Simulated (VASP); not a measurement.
# CdS (rocksalt type) (Fm-3m) in VASP: relaxation of cell and atoms with PBE

Aim: the relaxation of cell and atoms of CdS (rocksalt type) with PBE.

All numbers are computed with VASP 6.6.1; they aren't measurements. Logs are shortened: lines on timing, memory, paths and dates and some standing lists are left out, and cuts for length are marked.

### Step 1. The cell of the first run

The structure is cubic, space group Fm-3m (No. 225). The conventional cell has a = 5.495 Å, b = 5.495 Å, c = 5.495 Å, α = 90.00°, β = 90.00°, γ = 90.00°. Cd (site symmetry m-3m) has 6 S at 2.75 Å within 3.6 Å. S (site symmetry m-3m) has 6 Cd at 2.75 Å within 3.6 Å.

### Step 2. Relaxation of cell and atoms, PBE, target pressure 0.0098 GPa, at which the enthalpy is minimised

The input, INCAR:

```
PREC = Accurate ; ENCUT = 600
EDIFF = 1E-6 ; ISMEAR = -1
SIGMA = 0.1 ; LREAL = F
LASPH = T ; NELM = 60
ALGO = Normal ; ISIF = 3
LWAVE = F ; LCHARG = F
GGA = PE ; IBRION = 2
NSW = 60 ; EDIFFG = -0.005
PSTRESS = 0.098
```

The input, KPOINTS:

```
regular mesh
0
Gamma
  13 13 13
```

The input, POSCAR:

```
CdS
1.0
    0.0000000000      2.7474169604      2.7474169604
    2.7474169604      0.0000000000      2.7474169604
    2.7474169604      2.7474169604      0.0000000000
Cd S
1 1
Direct
    0.0000000000      0.0000000000      0.0000000000
    0.5000000000      0.5000000000      0.5000000000
```

Potentials or basis: VASP PAW PBE potentials, release 64 (Cd, S).

On the command line:

```bash
$ cat potpaw_PBE.64/Cd/POTCAR potpaw_PBE.64/S/POTCAR > POTCAR
$ mpirun -np 1 vasp_std > vasp.out
```

OUTCAR:

```text
PREC = Accurate
   ENCUT = 600
   EDIFF = 1E-6
   ISMEAR = -1
   LREAL = F
   LASPH = T
   NELM = 60
   ISIF = 3
   GGA = PE
   IBRION = 2
   NSW = 60
   EDIFFG = -0.005
   PSTRESS = 0.098

 ion  position               nearest neighbor table
   1  0.000  0.000  0.000-   2 2.75   2 2.75   2 2.75   2 2.75   2 2.75   2 2.75
   2  0.500  0.500  0.500-   1 2.75   1 2.75   1 2.75   1 2.75   1 2.75   1 2.75

  LATTYP: Found a face centered cubic cell.
 ALAT       =     5.4948339208

  Lattice vectors:

 A1 = (   0.0000000000,   2.7474169604,   2.7474169604)
 A2 = (   2.7474169604,   0.0000000000,   2.7474169604)
 A3 = (   2.7474169604,   2.7474169604,   0.0000000000)

Analysis of symmetry for initial positions (statically):
=====================================================================
 Subroutine PRICEL returns:
 Original cell was already a primitive cell.

 Routine SETGRP: Setting up the symmetry group for a
 face centered cubic supercell.

 Subroutine GETGRP returns: Found 48 space group operations
 (whereof 48 operations were pure point group operations)
 out of a pool of 48 trial point group operations.

The static configuration has the point symmetry O_h .

Analysis of symmetry for dynamics (positions and initial velocities):
=====================================================================
 Subroutine PRICEL returns:
 Original cell was already a primitive cell.

 Routine SETGRP: Setting up the symmetry group for a
 face centered cubic supercell.

 Subroutine GETGRP returns: Found 48 space group operations
 (whereof 48 operations were pure point group operations)
 out of a pool of 48 trial point group operations.

The dynamic configuration has the point symmetry O_h .

 Subroutine INISYM returns: Found 48 space group operations
 (whereof 48 operations are pure point group operations),
 and found     1 'primitive' translations

----------------------------------------------------------------------------------------

                                     Primitive cell

  volume of cell :      41.4767

  direct lattice vectors                    reciprocal lattice vectors
     0.000000000  2.747416960  2.747416960    -0.181989122  0.181989122  0.181989122
     2.747416960  0.000000000  2.747416960     0.181989122 -0.181989122  0.181989122
     2.747416960  2.747416960  0.000000000     0.181989122  0.181989122 -0.181989122

  length of vectors
     3.885434327  3.885434327  3.885434327     0.315214405  0.315214405  0.315214405

  position of ions in fractional coordinates (direct lattice)
     0.000000000  0.000000000  0.000000000
     0.500000000  0.500000000  0.500000000

  ion indices of the primitive-cell ions
   primitive index   ion index
                 1           1
                 2           2

----------------------------------------------------------------------------------------

 KPOINTS: regular mesh

Automatic generation of k-mesh.
 Grid dimensions read from file:
 generate k-points for:   13   13   13

 Generating k-lattice:

  Cartesian coordinates                     Fractional coordinates (reciprocal lattice)
    -0.013999163  0.013999163  0.013999163     0.076923077  0.000000000  0.000000000
     0.013999163 -0.013999163  0.013999163     0.000000000  0.076923077  0.000000000
     0.013999163  0.013999163 -0.013999163     0.000000000  0.000000000  0.076923077

  Length of vectors
     0.024247262  0.024247262  0.024247262

  Shift w.r.t. Gamma in fractional coordinates (k-lattice)
     0.000000000  0.000000000  0.000000000

 Subroutine IBZKPT returns following result:
 ===========================================

 Found     84 irreducible k-points:

 Following reciprocal coordinates:
            Coordinates               Weight
  0.000000  0.000000  0.000000      1.000000
  0.076923  0.000000  0.000000      8.000000
  0.153846  0.000000  0.000000      8.000000
  0.230769  0.000000  0.000000      8.000000
  0.307692  0.000000  0.000000      8.000000
  0.384615  0.000000  0.000000      8.000000
[... 16 lines left out ...]
  0.384615  0.153846  0.000000     24.000000
  0.461538  0.153846  0.000000     24.000000
 [... further k-points ...]
   k-points           NKPTS =     84   k-points in BZ     NKDIM =     84   number of bands    NBANDS=     13
   number of dos      NEDOS =    301   number of ions     NIONS =      2
   total plane-waves  NPLWV =  32768
   dimension x,y,z NGX =    32 NGY =   32 NGZ =   32
   dimension x,y,z NGXF=    64 NGYF=   64 NGZF=   64
   ions per type =               1   1
   NGX,Y,Z   is equivalent  to a cutoff of  13.69, 13.69, 13.69 a.u.
   NGXF,Y,Z  is equivalent  to a cutoff of  27.38, 27.38, 27.38 a.u.
 SYSTEM =  unknown system
   PREC   = accura    normal or accurate (medium, high low for compatibility)
   ISTART =      0    job   : 0-new  1-cont  2-samecut
   ICHARG =      2    charge: 1-file 2-atom 10-const
   ISPIN  =      1    spin polarized calculation?
   LNONCOLLINEAR =      F non collinear calculations
   LSORBIT =      F    spin-orbit coupling
   LASPH  =      T    aspherical Exc in radial PAW
   ENCUT  =  600.0 eV  44.10 Ry    6.64 a.u.   7.76  7.76  7.76*2*pi/ulx,y,z
   NELM   =     60;   NELMIN=  2; NELMDL= -5     # of ELM steps
   EDIFF  = 0.1E-05   stopping-criterion for ELM
   LREAL  =      F    real-space projection
   EDIFFG = -.5E-02   stopping-criterion for IOM
   NSW    =     60    number of steps for IOM
   IBRION =      2    ionic relax: 0-MD 1-quasi-New 2-CG
   NFREE  =      1    steps in history (QN), initial steepest desc. (CG)
   ISIF   =      3    stress and relaxation
   ISYM   =      2    0-nonsym 1-usesym 2-fastsym
   POTIM  = 0.5000    time-step for ionic-motion
   TEBEG  =    0.0;   TEEND  =   0.0 temperature during run
   PSTRESS=    0.1 pullay stress
   NELECT =      18.0000    total number of electrons
   NUPDOWN=      -1.0000    fix difference up-down
   EMIN   =  10.00;   EMAX   =-10.00  energy-range for DOS
   EFERMI =   0.00;   METHOD = LEGACY
   ISMEAR =    -1;   SIGMA  =   0.10  broadening in eV -4-tet -1-fermi 0-gaus
   EFERMI_NEDOS =   21; number of points for ismear=-14 and -15
   IALGO  =     38    algorithm
   IMIX   =      4    mixing-type and parameters
     AMIX     =   0.40;   BMIX     =  1.00
     AMIX_MAG =   1.60;   BMIX_MAG =  1.00
  volume/ion in A,a.u.               =      20.74       139.95
  Fermi-wavevector in a.u.,A,eV,Ry     =   1.239456  2.342232 20.901964  1.536251
  Thomas-Fermi vector in A             =   2.373938
   LORBIT       =      0    0 simple, 1 ext, 2 COOP (PROOUT), +10 PAW based schemes
   GGA     = PE    functional components
   LHFCALC =     F    Hartree Fock is set to
   AEXX    =    0.0000 exact exchange contribution
   IVDW    =     0    specifies the selected vdW correction
   LEPSILON=     F    determine dielectric tensor
   LRPA    =     F    only Hartree local field effects (RPA)
 conjugate gradient relaxation of ions
 non-spin polarized calculation
  energy-cutoff  :      600.00
  volume of cell :       41.48
 maximum number of plane-waves:      1411
   NGX = 15   NGY = 15   NGZ = 15

--------------------------------------- Ionic step        1  -------------------------------------------

 number of electron      17.9999999 magnetization

 Free energy of the ion-electron system (eV)
  ---------------------------------------------------
  ext. energy  EPLUGINS =         0.00000000
  ---------------------------------------------------
  free energy    TOTEN  =        -5.87811663 eV

  energy without entropy =       -5.87484121  energy(sigma->0) =       -5.87647892

------------------------ aborting loop because EDIFF is reached ----------------------------------------

  FORCE on cell =-STRESS in cart. coord.  units (eV):
  Direction    XX          YY          ZZ          XY          YZ          ZX
  --------------------------------------------------------------------------------------
  -------------------------------------------------------------------------------------
  Total        0.0902790      0.0902790      0.0902790     -0.0000000      0.0000000     -0.0000000
  in kB        3.4873333      3.4873333      3.4873333     -0.0000000      0.0000000     -0.0000000
  external PRESSURE =       3.3893333 kB  Pullay stress =       0.0980000 kB

 VOLUME and BASIS-vectors are now :
 -----------------------------------------------------------------------------
  energy-cutoff  :      600.00
  volume of cell :       41.48
      direct lattice vectors                 reciprocal lattice vectors
     0.000000000  2.747416960  2.747416960    -0.181989122  0.181989122  0.181989122
     2.747416960  0.000000000  2.747416960     0.181989122 -0.181989122  0.181989122
     2.747416960  2.747416960  0.000000000     0.181989122  0.181989122 -0.181989122
[... 46 lines left out ...]
  FREE ENERGIE OF THE ION-ELECTRON SYSTEM (eV)
  ---------------------------------------------------
  free  energy   TOTEN  =        -5.8783211719 eV

  energy  without entropy=       -5.8750149717  energy(sigma->0) =       -5.87666807

  enthalpy is  TOTEN    =        -5.8757680369 eV   P V=        0.0025531351

--------------------------------------- Ionic step        3  -------------------------------------------

 number of electron      17.9999999 magnetization

 Free energy of the ion-electron system (eV)
  ---------------------------------------------------
  ext. energy  EPLUGINS =         0.00000000
  ---------------------------------------------------
  free energy    TOTEN  =        -5.87834019 eV

  energy without entropy =       -5.87503806  energy(sigma->0) =       -5.87668913

 E-fermi :   3.0758     XC(G=0): -10.3111

 val. band max:        3.0581006018   @ k =   0.4615   0.4615   0.0000
 cond. band min:       3.2866932755   @ k =  -0.4615   0.4615   0.0000
 fundamental gap:      0.2285926737
 Fermi energy:         3.0758196831

 k-point     1 :       0.0000    0.0000    0.0000
  band No.  band energies     occupation
      1      -9.9464      2.00000
      2      -4.8436      2.00000
      3      -4.8436      2.00000
      4      -4.8436      2.00000
      5      -4.8434      2.00000
      6      -4.8434      2.00000
      7       2.0230      1.99995
      8       2.0230      1.99995
      9       2.0230      1.99995
     10       3.5661      0.01474
     11      11.9586      0.00000
     12      11.9586      0.00000
     13      11.9586      0.00000

 k-point     2 :       0.0769    0.0000    0.0000
  band No.  band energies     occupation
      1      -9.8967      2.00000
      2      -4.8609      2.00000
      3      -4.8609      2.00000
      4      -4.8486      2.00000
      5      -4.8327      2.00000
      6      -4.8327      2.00000
      7       1.4514      2.00000
      8       2.0586      1.99992
      9       2.0586      1.99992
     10       4.1383      0.00005
     11      11.3510      0.00000
[... 339 lines left out ...]
 k-point    24 :       0.4615    0.1538    0.0000
  band No.  band energies     occupation
      1      -8.9714      2.00000
      2      -5.0283      2.00000
      3      -5.0008      2.00000
      4      -4.9694      2.00000
      5      -4.6576      2.00000
      6      -4.6410      2.00000
      7      -1.6513      2.00000
      8       1.8120      1.99999
      9       2.0459      1.99993
     10       6.4641      0.00000
     11       7.8794      0.00000
     12       9.8509      0.00000
     13      10.5230      0.00000

 [... further k-points ...]
[... 5 lines left out ...]
  --------------------------------------------------------------------------------------
  -------------------------------------------------------------------------------------
  Total       -0.0060762     -0.0060762     -0.0060762      0.0000000      0.0000000      0.0000000
  in kB       -0.2335778     -0.2335778     -0.2335778      0.0000000      0.0000000      0.0000000
  external PRESSURE =      -0.3315778 kB  Pullay stress =       0.0980000 kB

 VOLUME and BASIS-vectors are now :
 -----------------------------------------------------------------------------
  energy-cutoff  :      600.00
  volume of cell :       41.68
      direct lattice vectors                 reciprocal lattice vectors
    -0.000000000  2.751859019  2.751859019    -0.181695355  0.181695355  0.181695355
     2.751859019 -0.000000000  2.751859019     0.181695355 -0.181695355  0.181695355
     2.751859019  2.751859019 -0.000000000     0.181695355  0.181695355 -0.181695355

 POSITION                                       TOTAL-FORCE (eV/Angst)
 -----------------------------------------------------------------------------------
      0.00000      0.00000      0.00000         0.000000      0.000000     -0.000000
      2.75186      2.75186      2.75186         0.000000      0.000000      0.000000
 -----------------------------------------------------------------------------------
    total drift:                                0.000000     -0.000000     -0.000000

  FREE ENERGIE OF THE ION-ELECTRON SYSTEM (eV)
  ---------------------------------------------------
  free  energy   TOTEN  =        -5.8783401872 eV

  energy  without entropy=       -5.8750380641  energy(sigma->0) =       -5.87668913

  enthalpy is  TOTEN    =        -5.8757908691 eV   P V=        0.0025493181

 reached required accuracy - stopping structural energy minimisation
```

Wall time 1.8 min (1 thread of Intel Xeon 8259CL, shared host); peak memory 0.23 GiB.

What came out:

* Free energy: -5.8783 eV
* Relaxed volume: 20.84 Å³/atom
* Relaxed cell: a = 3.892 Å, b = 3.892 Å, c = 3.892 Å, α = 60.00°, β = 60.00°, γ = 60.00°
* Space group after relaxing (to 0.1 Å): Fm-3m (No. 225)
* Energy change on relaxing (the run minimises the enthalpy): -0.1 meV/atom
* Ionic steps: 3
* Pressure after relaxing: 0.0 GPa
* Band gap on the k mesh: 0.33 eV (least direct gap 1.54 eV)

The path:
| step | energy change (eV) | largest force (eV/Å) | pressure (GPa) | volume (Å³) |
| --- | --- | --- | --- | --- |
| 1 | 0.0000 | 0.0000 | 0.35 | 41.48 |
| 2 | -0.0002 | 0.0000 | -0.08 | 41.74 |
| 3 | -0.0002 | 0.0000 | -0.02 | 41.68 |

Final structure:
```cif
data_structure
_symmetry_space_group_name_H-M 'P 1'
_symmetry_Int_Tables_number 1
_cell_length_a 3.8917
_cell_length_b 3.8917
_cell_length_c 3.8917
_cell_angle_alpha 60.000
_cell_angle_beta 60.000
_cell_angle_gamma 60.000
_cell_volume 41.68
loop_
_atom_site_label
_atom_site_type_symbol
_atom_site_fract_x
_atom_site_fract_y
_atom_site_fract_z
_atom_site_occupancy
Cd1 Cd 0.00000 0.00000 0.00000 1
S1 S 0.50000 0.50000 0.50000 1
```

Caveat: the cell is relaxed towards a set pressure, so the run minimises the enthalpy, not the energy; semilocal functionals underestimate gaps, and a narrow one can read as zero; an odd mesh through Γ misses points on the zone boundary, where band edges can lie.

The gap in the log of VASP goes by the Fermi energy; the results here count the filled bands.